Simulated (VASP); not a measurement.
# Te2Mo (P6_3/mmc) in VASP: further runs, part 2 of 2

VASP 6.6.1. Earlier steps stand in the parts before.

## (3) Single point, PBE

This run uses another cell than the first one, of 24.47 Å³/atom, 1.021 times its volume.

INCAR

```
SYSTEM = Te2Mo
PREC     = Accurate       ! precision mode
ENCUT    = 520            ! plane-wave cutoff, eV
EDIFF    = 1E-7           ! SCF threshold, eV
ISMEAR   = -1             ! smearing method
SIGMA    = 0.05           ! smearing width, eV
LREAL    = .False.        ! projectors in reciprocal space
LASPH    = .True.         ! aspherical terms in the spheres
NELM     = 80             ! most SCF steps
ALGO     = Normal         ! electronic algorithm
ISIF     = 2              ! what is computed and relaxed
LWAVE    = .False.        ! write WAVECAR
LCHARG   = .True.         ! write CHGCAR
GGA      = PE             ! functional
LELF     = .True.         ! ELF
LVHAR    = .True.       
NBANDS   = 35             ! bands
```

KPOINTS

```
Automatic mesh
0
Gamma
  9 9 2
  0 0 0
```

POSCAR

```
Te2Mo
1.0
    3.4945872080      0.0000000000      0.0000000000
   -1.7472936040      3.0264012979      0.0000000000
    0.0000000000      0.0000000000     13.8798146239
Te Mo
4 2
Direct
    0.6666666667      0.3333333333      0.3790000000
    0.3333333333      0.6666666667      0.8790000000
    0.6666666667      0.3333333333      0.1210000000
    0.3333333333      0.6666666667      0.6210000000
    0.6666666667      0.3333333333      0.7500000000
    0.3333333333      0.6666666667      0.2500000000
```

Potentials or basis: VASP PAW PBE potentials, release 64 (Te, Mo_sv).

On the command line:

```sh
> cat potpaw_PBE.64/Te/POTCAR potpaw_PBE.64/Mo_sv/POTCAR > POTCAR
> mpirun -np 1 vasp_std > vasp.out
```

OUTCAR:

```text
SYSTEM = Te2Mo
   PREC = Accurate
   ENCUT = 520
   EDIFF = 1E-7
   ISMEAR = -1
   LREAL = .False.
   LASPH = .True.
   NELM = 80
   ISIF = 2
   GGA = PE

 ion  position               nearest neighbor table
   1  0.667  0.333  0.379-   6 2.70   6 2.70   6 2.70   3 3.58
   2  0.333  0.667  0.879-   5 2.70   5 2.70   5 2.70   4 3.58
   3  0.667  0.333  0.121-   6 2.70   6 2.70   6 2.70   1 3.58
   4  0.333  0.667  0.621-   5 2.70   5 2.70   5 2.70   2 3.58
   5  0.667  0.333  0.750-   2 2.70   4 2.70   2 2.70   4 2.70   2 2.70   4 2.70
   6  0.333  0.667  0.250-   1 2.70   3 2.70   1 2.70   3 2.70   1 2.70   3 2.70

  LATTYP: Found a hexagonal cell.
 ALAT       =     3.4945872080
 C/A-ratio  =     3.9718037633

  Lattice vectors:

 A1 = (   3.4945872080,   0.0000000000,   0.0000000000)
 A2 = (  -1.7472936040,   3.0264012979,   0.0000000000)
 A3 = (   0.0000000000,   0.0000000000,  13.8798146239)

Analysis of symmetry for initial positions (statically):
=====================================================================
 Subroutine PRICEL returns:
 Original cell was already a primitive cell.

 Routine SETGRP: Setting up the symmetry group for a
 hexagonal supercell.

 Subroutine GETGRP returns: Found 24 space group operations
 (whereof 12 operations were pure point group operations)
 out of a pool of 24 trial point group operations.

The static configuration has the point symmetry D_3d.
 The point group associated with its full space group is D_6h.

Analysis of symmetry for dynamics (positions and initial velocities):
=====================================================================
 Subroutine PRICEL returns:
 Original cell was already a primitive cell.

 Routine SETGRP: Setting up the symmetry group for a
 hexagonal supercell.

 Subroutine GETGRP returns: Found 24 space group operations
 (whereof 12 operations were pure point group operations)
 out of a pool of 24 trial point group operations.

The dynamic configuration has the point symmetry D_3d.
 The point group associated with its full space group is D_6h.

 Subroutine INISYM returns: Found 24 space group operations
 (whereof 12 operations are pure point group operations),
 and found     1 'primitive' translations

----------------------------------------------------------------------------------------

                                     Primitive cell

  volume of cell :     146.7932

  direct lattice vectors                    reciprocal lattice vectors
     3.494587208  0.000000000  0.000000000     0.286156831  0.165212723  0.000000000
    -1.747293604  3.026401298  0.000000000     0.000000000  0.330425446  0.000000000
     0.000000000  0.000000000 13.879814624     0.000000000  0.000000000  0.072047072

  length of vectors
     3.494587208  3.494587208 13.879814624     0.330425446  0.330425446  0.072047072

  position of ions in fractional coordinates (direct lattice)
     0.666666667  0.333333333  0.379000000
     0.333333333  0.666666667  0.879000000
     0.666666667  0.333333333  0.121000000
     0.333333333  0.666666667  0.621000000
     0.666666667  0.333333333  0.750000000
     0.333333333  0.666666667  0.250000000

  ion indices of the primitive-cell ions
   primitive index   ion index
[... 32 lines left out ...]

 Following reciprocal coordinates:
            Coordinates               Weight
  0.000000  0.000000  0.000000      1.000000
  0.111111 -0.000000  0.000000      6.000000
  0.222222 -0.000000  0.000000      6.000000
  0.333333 -0.000000  0.000000      6.000000
  0.444444 -0.000000  0.000000      6.000000
  0.111111  0.111111  0.000000      6.000000
[... 16 lines left out ...]
  0.333333  0.222222  0.500000     12.000000
  0.333333  0.333333  0.500000      2.000000
   k-points           NKPTS =     24   k-points in BZ     NKDIM =     24   number of bands    NBANDS=     35
   number of dos      NEDOS =    301   number of ions     NIONS =      6
   total plane-waves  NPLWV =  84672
   dimension x,y,z NGX =    28 NGY =   28 NGZ =  108
   dimension x,y,z NGXF=    56 NGYF=   56 NGZF=  216
   ions per type =               4   2
   NGX,Y,Z   is equivalent  to a cutoff of  13.32, 13.32, 12.94 a.u.
   NGXF,Y,Z  is equivalent  to a cutoff of  26.64, 26.64, 25.87 a.u.
 SYSTEM =  Te2Mo
   PREC   = accura    normal or accurate (medium, high low for compatibility)
   ISTART =      0    job   : 0-new  1-cont  2-samecut
   ICHARG =      2    charge: 1-file 2-atom 10-const
   ISPIN  =      1    spin polarized calculation?
   LNONCOLLINEAR =      F non collinear calculations
   LSORBIT =      F    spin-orbit coupling
   LASPH  =      T    aspherical Exc in radial PAW
   ENCUT  =  520.0 eV  38.22 Ry    6.18 a.u.   6.50  6.50 25.81*2*pi/ulx,y,z
   NELM   =     80;   NELMIN=  2; NELMDL= -5     # of ELM steps
   EDIFF  = 0.1E-06   stopping-criterion for ELM
   LREAL  =      F    real-space projection
   EDIFFG = 0.1E-05   stopping-criterion for IOM
   NSW    =      0    number of steps for IOM
   IBRION =     -1    ionic relax: 0-MD 1-quasi-New 2-CG
   NFREE  =      0    steps in history (QN), initial steepest desc. (CG)
   ISIF   =      2    stress and relaxation
   ISYM   =      2    0-nonsym 1-usesym 2-fastsym
   POTIM  = 0.5000    time-step for ionic-motion
   TEBEG  =    0.0;   TEEND  =   0.0 temperature during run
   PSTRESS=    0.0 pullay stress
   NELECT =      52.0000    total number of electrons
   NUPDOWN=      -1.0000    fix difference up-down
   EMIN   =  10.00;   EMAX   =-10.00  energy-range for DOS
   EFERMI =   0.00;   METHOD = LEGACY
   ISMEAR =    -1;   SIGMA  =   0.05  broadening in eV -4-tet -1-fermi 0-gaus
   EFERMI_NEDOS =   21; number of points for ismear=-14 and -15
   IALGO  =     38    algorithm
   IMIX   =      4    mixing-type and parameters
     AMIX     =   0.40;   BMIX     =  1.00
     AMIX_MAG =   1.60;   BMIX_MAG =  1.00
  volume/ion in A,a.u.               =      24.47       165.10
  Fermi-wavevector in a.u.,A,eV,Ry     =   1.158352  2.188968 18.256020  1.341780
  Thomas-Fermi vector in A             =   2.294955
   LORBIT       =      0    0 simple, 1 ext, 2 COOP (PROOUT), +10 PAW based schemes
   GGA     = PE    functional components
   LHFCALC =     F    Hartree Fock is set to
   AEXX    =    0.0000 exact exchange contribution
   IVDW    =     0    specifies the selected vdW correction
   LEPSILON=     F    determine dielectric tensor
   LRPA    =     F    only Hartree local field effects (RPA)
 non-spin polarized calculation
  energy-cutoff  :      520.00
  volume of cell :      146.79
 maximum number of plane-waves:      4012
 NGX is ok and might be reduce to    28
   NGX = 13   NGY = 13   NGZ = 51

 number of electron      51.9999995 magnetization

 Free energy of the ion-electron system (eV)
  ---------------------------------------------------
  ext. energy  EPLUGINS =         0.00000000
  ---------------------------------------------------
  free energy    TOTEN  =       -35.91089543 eV

  energy without entropy =      -35.91086551  energy(sigma->0) =      -35.91088047

 E-fermi :   8.7971     XC(G=0): -10.5390

 val. band max:        8.4329755697   @ k =   0.0000   0.0000   0.0000
 cond. band min:       9.1982587493   @ k =   0.2222   0.2222   0.0000
 fundamental gap:      0.7652831796
 Fermi energy:         8.7971272588

 k-point     1 :       0.0000    0.0000    0.0000
  band No.  band energies     occupation
      1     -52.3750      2.00000
      2     -52.3750      2.00000
      3     -26.5594      2.00000
      4     -26.5594      2.00000
      5     -26.4221      2.00000
      6     -26.4221      2.00000
[... 901 lines left out ...]
     34      12.1374      0.00000
     35      13.4226      0.00000

------------------------ aborting loop because EDIFF is reached ----------------------------------------

  FORCE on cell =-STRESS in cart. coord.  units (eV):
  Direction    XX          YY          ZZ          XY          YZ          ZX
  --------------------------------------------------------------------------------------
  -------------------------------------------------------------------------------------
  Total        4.3516558      4.3516558      5.5606006     -0.0000000      0.0000000      0.0000000
  in kB       47.4962206     47.4962206     60.6912696     -0.0000000      0.0000000      0.0000000
  external PRESSURE =      51.8945703 kB  Pullay stress =       0.0000000 kB

 VOLUME and BASIS-vectors are now :
 -----------------------------------------------------------------------------
  energy-cutoff  :      520.00
  volume of cell :      146.79
      direct lattice vectors                 reciprocal lattice vectors
     3.494587208  0.000000000  0.000000000     0.286156831  0.165212723  0.000000000
    -1.747293604  3.026401298  0.000000000     0.000000000  0.330425446  0.000000000
     0.000000000  0.000000000 13.879814624     0.000000000  0.000000000  0.072047072

 POSITION                                       TOTAL-FORCE (eV/Angst)
 -----------------------------------------------------------------------------------
      1.74729      1.00880      5.26045        -0.000000      0.000000      0.479959
     -0.00000      2.01760     12.20036         0.000000     -0.000000      0.479959
      1.74729      1.00880      1.67946        -0.000000      0.000000     -0.479959
     -0.00000      2.01760      8.61936         0.000000     -0.000000     -0.479959
      1.74729      1.00880     10.40986         0.000000     -0.000000      0.000000
     -0.00000      2.01760      3.46995        -0.000000      0.000000      0.000000
 -----------------------------------------------------------------------------------
    total drift:                               -0.000000      0.000000     -0.000000

  FREE ENERGIE OF THE ION-ELECTRON SYSTEM (eV)
  ---------------------------------------------------
  free  energy   TOTEN  =       -35.9108954329 eV

  energy  without entropy=      -35.9108655129  energy(sigma->0) =      -35.91088047
```

It took 1.8 min on 1 thread of AMD EPYC 9R45 (Zen 5), shared host; peak memory 0.3 GiB.

Results:

```
Free energy            : -35.9109 eV
Pressure               : 5.2 GPa
Largest force          : 0.480 eV/Å
Band gap on the k mesh : 0.77 eV, indirect (least direct gap 1.07 eV)
```

Forces in eV/Å, atoms in the order of the input:
```
Te   0.000  0.000  0.480
Te   0.000  0.000  0.480
Te   0.000  0.000 -0.480
Te   0.000  0.000 -0.480
Mo   0.000  0.000  0.000
Mo   0.000  0.000  0.000
```

Levels at points of the mesh, in eV from the valence-band top:
```csv
k point,band 23,band 24,band 25,band 26,band 27,band 28,band 29,band 30
"(0.00, 0.00, 0.00)",-1.06,-1.06,-0.31,0.00,2.97,2.97,3.11,3.11
"(0.00, 0.00, 0.50)",-1.08,-1.08,-0.08,-0.08,3.01,3.01,3.01,3.01
```

Caveat: spin-orbit coupling is left out, which moves the levels of the heavy elements; this functional lacks dispersion, which binds the layers, so the pressure and a relaxed spacing across them are unreliable. A k mesh can miss the band edges.
